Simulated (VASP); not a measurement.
# Cr (P6_3/mmc) in VASP: a series of runs

The runs below take Cr through single point, with revPBE.

Everything below comes from runs of VASP 6.6.1. Logs are shortened: lines on timing, memory, paths and dates and some standing lists are left out, and cuts for length are marked.

## 1. The cell of the first run

Symmetry: P6_3/mmc, No. 194, hexagonal system. Conventional cell: a = 2.510 Å, b = 2.510 Å, c = 8.862 Å, α = 90.00°, β = 90.00°, γ = 120.00°. Cr (site symmetry -3m) has 12 Cr at 2.51 to 2.65 Å within 3.3 Å. Within 3.3 Å of Cr (site symmetry -6m2) lie 12 Cr at 2.51 to 2.65 Å.

This isn't the form of Cr at room conditions, which is bcc.

## 2. Single point, revPBE, collinear spin, ferromagnetic start

Input file INCAR:

```
  PREC = Accurate
  ENCUT = 500
  EDIFF = 1E-6
  ISMEAR = -1
  SIGMA = 0.05
  LREAL = False
  LASPH = True
  NELM = 200
  ALGO = Normal
  ISIF = 2
  LWAVE = False
  LCHARG = True
  ISPIN = 2
  MAGMOM = 1.5 1.5 1.5 1.5
  LORBIT = 11
  LMAXMIX = 4
  GGA = RE
  LELF = True
  LVHAR = True
  NBANDS = 36
  GGA_COMPAT = False
```

Input file KPOINTS:

```
Automatic mesh
0
Gamma
  19 19 5
```

Input file POSCAR:

```
Cr
1.0
    2.5095438486      0.0000000000      0.0000000000
   -1.2547719243      2.1733287248      0.0000000000
    0.0000000000      0.0000000000      8.8617970620
Cr
4
Direct
    1.0000000000      1.0000000000      1.0000000000
    1.0000000000      1.0000000000      0.5000000000
    0.3333333333      0.6666666667      0.2500000000
    0.6666666667      0.3333333333      0.7500000000
```

Potentials or basis: VASP PAW PBE potentials, release 64 (Cr_pv).

Command:

```bash
cat potpaw_PBE.64/Cr_pv/POTCAR > POTCAR
mpirun -np 1 vasp_std > vasp.out
```

OUTCAR:

```text
PREC = Accurate
   ENCUT = 500
   EDIFF = 1E-6
   ISMEAR = -1
   LREAL = False
   LASPH = True
   NELM = 200
   ISIF = 2
   ISPIN = 2
   LORBIT = 11
   GGA = RE

 ion  position               nearest neighbor table
   1  0.000  0.000  0.000-   3 2.65   4 2.65   4 2.65   3 2.65   4 2.65   3 2.65
   2  0.000  0.000  0.500-   3 2.65   4 2.65   4 2.65   3 2.65   4 2.65   3 2.65
   3  0.333  0.667  0.250-   1 2.65   2 2.65   1 2.65   2 2.65   1 2.65   2 2.65
   4  0.667  0.333  0.750-   1 2.65   2 2.65   1 2.65   2 2.65   1 2.65   2 2.65

  LATTYP: Found a hexagonal cell.
 ALAT       =     2.5095438486
 C/A-ratio  =     3.5312381838

  Lattice vectors:

 A1 = (   2.5095438486,   0.0000000000,   0.0000000000)
 A2 = (  -1.2547719243,   2.1733287248,   0.0000000000)
 A3 = (   0.0000000000,   0.0000000000,   8.8617970620)

Analysis of symmetry for initial positions (statically):
=====================================================================
 Subroutine PRICEL returns:
 Original cell was already a primitive cell.

 Routine SETGRP: Setting up the symmetry group for a
 hexagonal supercell.

 Subroutine GETGRP returns: Found 24 space group operations
 (whereof 12 operations were pure point group operations)
 out of a pool of 24 trial point group operations.

The static configuration has the point symmetry D_3d.
 The point group associated with its full space group is D_6h.

Analysis of symmetry for dynamics (positions and initial velocities):
=====================================================================
 Subroutine PRICEL returns:
 Original cell was already a primitive cell.

 Routine SETGRP: Setting up the symmetry group for a
 hexagonal supercell.

 Subroutine GETGRP returns: Found 24 space group operations
 (whereof 12 operations were pure point group operations)
 out of a pool of 24 trial point group operations.

The dynamic configuration has the point symmetry D_3d.
 The point group associated with its full space group is D_6h.

Analysis of structural, dynamic, and magnetic symmetry:
=====================================================================
 Subroutine PRICEL returns:
 Original cell was already a primitive cell.

 Routine SETGRP: Setting up the symmetry group for a
 hexagonal supercell.

 Subroutine GETGRP returns: Found 24 space group operations
 (whereof 12 operations were pure point group operations)
 out of a pool of 24 trial point group operations.

The overall configuration has the point symmetry D_3d.
[... 131 lines left out ...]
   AEXX    =    0.0000 exact exchange contribution
   IVDW    =     0    specifies the selected vdW correction
   LEPSILON=     F    determine dielectric tensor
   LRPA    =     F    only Hartree local field effects (RPA)
 spin polarized calculation
  energy-cutoff  :      500.00
  volume of cell :       48.33
 maximum number of plane-waves:      1252
   NGX =  9   NGY =  9   NGZ = 33

 number of electron      47.9999936 magnetization       0.0012466

 number of electron      47.9999936 magnetization      -0.0001285

 Free energy of the ion-electron system (eV)
  ---------------------------------------------------
  ext. energy  EPLUGINS =         0.00000000
  ---------------------------------------------------
  free energy    TOTEN  =       -34.88226667 eV

  energy without entropy =      -34.82996043  energy(sigma->0) =      -34.85611355

 E-fermi :  10.2603     XC(G=0): -13.3093

 val. band max:       10.2582421000   @ k =   0.0526   0.0526   0.2000
 cond. band min:      10.2644139743   @ k =   0.3684  -0.0000   0.2000
 fundamental gap:      0.0061718743
 Fermi energy:        10.2603244681

 spin component 1

 k-point     1 :       0.0000    0.0000    0.0000
  band No.  band energies     occupation
      1     -33.0392      1.00000
      2     -32.7226      1.00000
      3     -32.7139      1.00000
      4     -32.3867      1.00000
      5     -32.2668      1.00000
      6     -32.2668      1.00000
[... 925 lines left out ...]
     35      13.6334      0.00000
     36      17.7147      0.00000

 [... further k-points ...]

 spin component 2

 k-point     1 :       0.0000    0.0000    0.0000
  band No.  band energies     occupation
      1     -33.0393      1.00000
      2     -32.7229      1.00000
      3     -32.7137      1.00000
      4     -32.3867      1.00000
      5     -32.2669      1.00000
      6     -32.2669      1.00000
[... 925 lines left out ...]
     35      13.6333      0.00000
     36      17.7146      0.00000

 [... further k-points ...]

------------------------ aborting loop because EDIFF is reached ----------------------------------------

  FORCE on cell =-STRESS in cart. coord.  units (eV):
  Direction    XX          YY          ZZ          XY          YZ          ZX
  --------------------------------------------------------------------------------------
  -------------------------------------------------------------------------------------
  Total       -0.1523182     -0.1523182     -0.1278712      0.0000000      0.0000000      0.0000000
  in kB       -5.0491743     -5.0491743     -4.2387832      0.0000000      0.0000000      0.0000000
  external PRESSURE =      -4.7790439 kB  Pullay stress =       0.0000000 kB

 VOLUME and BASIS-vectors are now :
 -----------------------------------------------------------------------------
  energy-cutoff  :      500.00
  volume of cell :       48.33
      direct lattice vectors                 reciprocal lattice vectors
     2.509543849  0.000000000  0.000000000     0.398478791  0.230061838  0.000000000
    -1.254771924  2.173328725  0.000000000     0.000000000  0.460123675  0.000000000
     0.000000000  0.000000000  8.861797062     0.000000000  0.000000000  0.112843929

 POSITION                                       TOTAL-FORCE (eV/Angst)
 -----------------------------------------------------------------------------------
      0.00000      0.00000      0.00000        -0.000000      0.000000      0.000000
      0.00000      0.00000      4.43090        -0.000000      0.000000      0.000000
     -0.00000      1.44889      2.21545         0.000000     -0.000000     -0.000000
      1.25477      0.72444      6.64635        -0.000000      0.000000      0.000000
 -----------------------------------------------------------------------------------
    total drift:                                0.000000     -0.000000      0.000000

  FREE ENERGIE OF THE ION-ELECTRON SYSTEM (eV)
  ---------------------------------------------------
  free  energy   TOTEN  =       -34.8822666706 eV

  energy  without entropy=      -34.8299604325  energy(sigma->0) =      -34.85611355

 total charge

# of ion       s       p       d       tot
------------------------------------------
    1        0.447   6.364   4.184  10.995
    2        0.447   6.364   4.184  10.995
    3        0.447   6.365   4.179  10.992
    4        0.447   6.365   4.179  10.992
--------------------------------------------------
tot          1.789  25.458  16.727  43.974

 magnetization (x)

# of ion       s       p       d       tot
------------------------------------------
    1        0.000   0.000   0.000   0.000
    2        0.000   0.000   0.000   0.000
    3       -0.000  -0.000  -0.000  -0.000
    4       -0.000  -0.000  -0.000  -0.000
--------------------------------------------------
tot         -0.000   0.000  -0.000  -0.000
```

OSZICAR:

```text
N       E                     dE             d eps       ncg     rms          rms(c)
DAV:   1     0.592736813014E+03    0.59274E+03   -0.25966E+04 17312   0.162E+03
DAV:   2    -0.956702420978E+01   -0.60230E+03   -0.57910E+03 17428   0.499E+02
DAV:   3    -0.393292802172E+02   -0.29762E+02   -0.28083E+02 18512   0.129E+02
DAV:   4    -0.399694509153E+02   -0.64017E+00   -0.63673E+00 18756   0.182E+01
DAV:   5    -0.399917232600E+02   -0.22272E-01   -0.22265E-01 22840   0.307E+00    0.254E+01
DAV:   6    -0.343155798523E+02    0.56761E+01   -0.31058E+01 17400   0.452E+01    0.626E+00
DAV:   7    -0.348942190089E+02   -0.57864E+00   -0.14484E+00 18512   0.128E+01    0.699E+00
DAV:   8    -0.349471237663E+02   -0.52905E-01   -0.23569E+00 19492   0.138E+01    0.667E+00
DAV:   9    -0.347422684509E+02    0.20486E+00   -0.49913E-01 19896   0.704E+00    0.223E+00
DAV:  10    -0.348563502723E+02   -0.11408E+00   -0.63689E-02 19720   0.161E+00    0.811E-01
DAV:  11    -0.348719847320E+02   -0.15634E-01   -0.90315E-03 22236   0.707E-01    0.555E-01
DAV:  12    -0.348798392237E+02   -0.78545E-02   -0.16341E-03 22068   0.354E-01    0.293E-01
DAV:  13    -0.348821774453E+02   -0.23382E-02   -0.71559E-04 19184   0.232E-01    0.118E-01
DAV:  14    -0.348822083286E+02   -0.30883E-04   -0.16308E-04 18600   0.104E-01    0.574E-02
DAV:  15    -0.348822569497E+02   -0.48621E-04   -0.34389E-05 20680   0.561E-02    0.248E-02
DAV:  16    -0.348822631252E+02   -0.61755E-05   -0.66096E-06 17796   0.189E-02    0.876E-03
DAV:  17    -0.348822662560E+02   -0.31308E-05   -0.11259E-06  9864   0.887E-03    0.296E-03
DAV:  18    -0.348822666706E+02   -0.41462E-06   -0.35067E-07  9640   0.521E-03
   1 F= -.34882267E+02 E0= -.34856114E+02  d E =-.523062E-01  mag=    -0.0001
```

Wall time 7.4 min (1 thread of Intel Xeon Platinum 8259CL at 2.50GHz (Skylake/Cascade Lake), shared host); peak memory 0.36 GiB.

Results:

| Item | Value |
| --- | --- |
| Free energy | -34.8823 eV |
| Pressure | -0.5 GPa |
| Band gap on the k mesh | zero (filled and empty bands overlap) |
| Net moment | 0.00 μB per cell |
| Valence electrons inside the program's atomic spheres | Cr 10.99 |

Caveat: the PAW data sets were made with another functional, which shifts forces and pressure a little.

## 3. Single point, revPBE, collinear spin, ferromagnetic start (10.63 Å³/atom)

This run uses another cell than the first one, of 10.63 Å³/atom.

Input file INCAR:

```
SYSTEM = Cr
  ALGO = Normal
  EDIFF = 1E-6
  ENCUT = 500
  GGA = RE
  GGA_COMPAT = .FALSE.
  ISIF = 2
  ISMEAR = -1
  ISPIN = 2
  LASPH = .TRUE.
  LCHARG = .TRUE.
  LELF = .TRUE.
  LMAXMIX = 4
  LORBIT = 11
  LREAL = .FALSE.
  LVHAR = .TRUE.
  LWAVE = .FALSE.
  MAGMOM = 1.5 1.5 1.5 1.5
  NBANDS = 36
  NELM = 200
  PREC = Accurate
  SIGMA = 0.05
```

Input file KPOINTS:

```
k-points
0
G
  16 16 4
  0 0 0
```

Input file POSCAR:

```
Cr
1.0
    2.4048556457      0.0000000000      0.0000000000
   -1.2024278228      2.0826660816      0.0000000000
    0.0000000000      0.0000000000      8.4921180824
Cr
4
Direct
    1.0000000000      1.0000000000      1.0000000000
    1.0000000000      1.0000000000      0.5000000000
    0.3333333333      0.6666666667      0.2500000000
    0.6666666667      0.3333333333      0.7500000000
```

Potentials or basis: VASP PAW PBE potentials, release 64 (Cr_pv).

Command:

```bash
cat potpaw_PBE.64/Cr_pv/POTCAR > POTCAR
mpirun -np 1 vasp_std > vasp.out
```

OUTCAR:

```text
SYSTEM = Cr
   EDIFF = 1E-6
   ENCUT = 500
   GGA = RE
   ISIF = 2
   ISMEAR = -1
   ISPIN = 2
   LASPH = .TRUE.
   LORBIT = 11
   LREAL = .FALSE.
   NELM = 200
   PREC = Accurate

 ion  position               nearest neighbor table
   1  0.000  0.000  0.000-   3 2.54   4 2.54   3 2.54   4 2.54   4 2.54   3 2.54
   2  0.000  0.000  0.500-   3 2.54   4 2.54   3 2.54   4 2.54   4 2.54   3 2.54
   3  0.333  0.667  0.250-   1 2.54   2 2.54   1 2.54   2 2.54   1 2.54   2 2.54
   4  0.667  0.333  0.750-   1 2.54   2 2.54   1 2.54   2 2.54   1 2.54   2 2.54

  LATTYP: Found a hexagonal cell.
 ALAT       =     2.4048556457
 C/A-ratio  =     3.5312381837

  Lattice vectors:

 A1 = (   2.4048556457,   0.0000000000,   0.0000000000)
 A2 = (  -1.2024278228,   2.0826660816,   0.0000000000)
 A3 = (   0.0000000000,   0.0000000000,   8.4921180824)

Analysis of symmetry for initial positions (statically):
=====================================================================
 Subroutine PRICEL returns:
 Original cell was already a primitive cell.

 Routine SETGRP: Setting up the symmetry group for a
 hexagonal supercell.

 Subroutine GETGRP returns: Found 24 space group operations
 (whereof 12 operations were pure point group operations)
 out of a pool of 24 trial point group operations.

The static configuration has the point symmetry D_3d.
 The point group associated with its full space group is D_6h.

Analysis of symmetry for dynamics (positions and initial velocities):
=====================================================================
 Subroutine PRICEL returns:
 Original cell was already a primitive cell.

 Routine SETGRP: Setting up the symmetry group for a
 hexagonal supercell.

 Subroutine GETGRP returns: Found 24 space group operations
 (whereof 12 operations were pure point group operations)
 out of a pool of 24 trial point group operations.

[... 165 lines left out ...]

  energy without entropy =      -34.23415244  energy(sigma->0) =      -34.25698731

 E-fermi :  12.0957     XC(G=0): -14.0563

 val. band max:       12.0907936989   @ k =   0.3125   0.2500   0.0000
 cond. band min:      12.1028638914   @ k =   0.3125   0.0625   0.0000
 fundamental gap:      0.0120701925
 Fermi energy:        12.0957281750

 spin component 1

 k-point     1 :       0.0000    0.0000    0.0000
  band No.  band energies     occupation
      1     -31.3486      1.00000
      2     -30.8661      1.00000
      3     -30.8569      1.00000
      4     -30.3522      1.00000
      5     -30.2191      1.00000
      6     -30.2191      1.00000
[... 925 lines left out ...]
     35      16.7598      0.00000
     36      19.7022      0.00000

 [... further k-points ...]

 spin component 2

 k-point     1 :       0.0000    0.0000    0.0000
  band No.  band energies     occupation
      1     -31.3485      1.00000
      2     -30.8661      1.00000
      3     -30.8568      1.00000
      4     -30.3521      1.00000
      5     -30.2191      1.00000
      6     -30.2191      1.00000
[... 925 lines left out ...]
     35      16.7599      0.00000
     36      19.6829      0.00000

 [... further k-points ...]

------------------------ aborting loop because EDIFF is reached ----------------------------------------

  FORCE on cell =-STRESS in cart. coord.  units (eV):
  Direction    XX          YY          ZZ          XY          YZ          ZX
  --------------------------------------------------------------------------------------
  -------------------------------------------------------------------------------------
  Total       10.2623565     10.2623565      9.0908492      0.0000000      0.0000000     -0.0000000
  in kB      386.5743189    386.5743189    342.4446249      0.0000000      0.0000000     -0.0000000
  external PRESSURE =     371.8644209 kB  Pullay stress =       0.0000000 kB

 VOLUME and BASIS-vectors are now :
 -----------------------------------------------------------------------------
  energy-cutoff  :      500.00
  volume of cell :       42.53
      direct lattice vectors                 reciprocal lattice vectors
     2.404855646  0.000000000  0.000000000     0.415825375  0.240076892  0.000000000
    -1.202427823  2.082666082  0.000000000     0.000000000  0.480153784  0.000000000
     0.000000000  0.000000000  8.492118082     0.000000000  0.000000000  0.117756252

 POSITION                                       TOTAL-FORCE (eV/Angst)
 -----------------------------------------------------------------------------------
      0.00000      0.00000      0.00000        -0.000000      0.000000     -0.000000
      0.00000      0.00000      4.24606        -0.000000      0.000000     -0.000000
     -0.00000      1.38844      2.12303         0.000000     -0.000000      0.000000
      1.20243      0.69422      6.36909        -0.000000      0.000000      0.000000
 -----------------------------------------------------------------------------------
    total drift:                                0.000000     -0.000000      0.000000

  FREE ENERGIE OF THE ION-ELECTRON SYSTEM (eV)
  ---------------------------------------------------
  free  energy   TOTEN  =       -34.2798221890 eV

  energy  without entropy=      -34.2341524365  energy(sigma->0) =      -34.25698731

 total charge

# of ion       s       p       d       tot
------------------------------------------
    1        0.496   6.439   4.355  11.290
    2        0.496   6.439   4.355  11.290
    3        0.497   6.441   4.348  11.286
    4        0.497   6.441   4.348  11.286
--------------------------------------------------
tot          1.986  25.761  17.404  45.152

 magnetization (x)

# of ion       s       p       d       tot
------------------------------------------
    1       -0.000   0.000   0.000   0.000
    2       -0.000   0.000   0.000   0.000
    3       -0.000   0.000   0.000   0.000
    4       -0.000   0.000   0.000   0.000
--------------------------------------------------
tot         -0.000   0.000   0.000   0.000
```

stdout:

```text
POSCAR found type information on POSCAR Cr
 POSCAR found :  1 types and       4 ions
 scaLAPACK will be used
 -----------------------------------------------------------------------------
|                                                                             |
|                                                                             |
|     You enforced a specific xc type in the INCAR file but a different       |
|     I HOPE YOU KNOW WHAT YOU ARE DOING!                                     |
|                                                                             |
 -----------------------------------------------------------------------------

 LDA part: xc-table for (Slater+PW92), standard interpolation
 POSCAR, INCAR and KPOINTS ok, starting setup
 FFT: planning ... GRIDC
 FFT: planning ... GRID_SOFT
 FFT: planning ... GRID
 WAVECAR not read
 entering main loop
```

Run time: 2.2 min. Hardware: 1 thread of Intel Xeon 6975P-C (Granite Rapids), shared host; peak memory 0.28 GiB.

What came out:

```yaml
Free_energy: -34.2798 eV
Pressure: 37.2 GPa
Band_gap_on_the_k_mesh: zero (filled and empty bands overlap)
Net_moment: 0.00 μB per cell
Valence_electrons_inside_the_program's_atomic_spheres: Cr 11.29
```

Stress tensor (GPa, compression positive):
```
38.66  0.00  0.00
 0.00 38.66  0.00
 0.00  0.00 34.24
```

Caveat: the cell stands under pressure; the PAW data sets were made with another functional, which shifts forces and pressure a little.

(Continued in part 2 of 2.)
